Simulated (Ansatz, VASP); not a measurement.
## One calculation of NaTiPt2, two programs

```xyz
4
Lattice="5.0744 0.0000 0.0000 0.0000 5.0744 0.0000 0.0000 0.0000 2.7141" Properties=species:S:1:pos:R:3 pbc="T T T"
Na    0.0000    0.0000    1.3570
Ti    2.5372    2.5372    0.0000
Pt    0.0000    2.5372    1.3570
Pt    2.5372    0.0000    1.3570
```

Alike in both runs: functional PBE; k mesh 4 × 4 × 6; occupations gaussian, width 0.1 eV; no spin polarisation.

Ansatz relaxed the structure, and its values are those at the end. VASP's run is a single point on that final structure, the one shown.

```csv
,VASP,Ansatz
version,VASP 6.6.1,Ansatz 0.2.0
potentials or method,"VASP PAW PBE potentials, release 64 (Na_pv, Ti_sv, Pt), cutoff 500 eV","scalar-relativistic, plane waves, PAW"
valence electrons in the cell,39,57
```

```tsv
	VASP	Ansatz	Ansatz less VASP
gap on the k mesh at the Fermi level (eV)	none	none	-
pressure (GPa)	0.1	0.1	+0.04
```

A gap of «none» marks a metal or a gap that the smearing closes. The functional is the same, so the differences come from potentials, cutoffs and numerics. VASP's potentials hold 39 valence electrons a cell and Ansatz's 57, so a difference there can come from the potentials and not from the codes.

The k mesh is coarse, so the values compare programs but aren't converged. Spin-orbit coupling is off throughout.
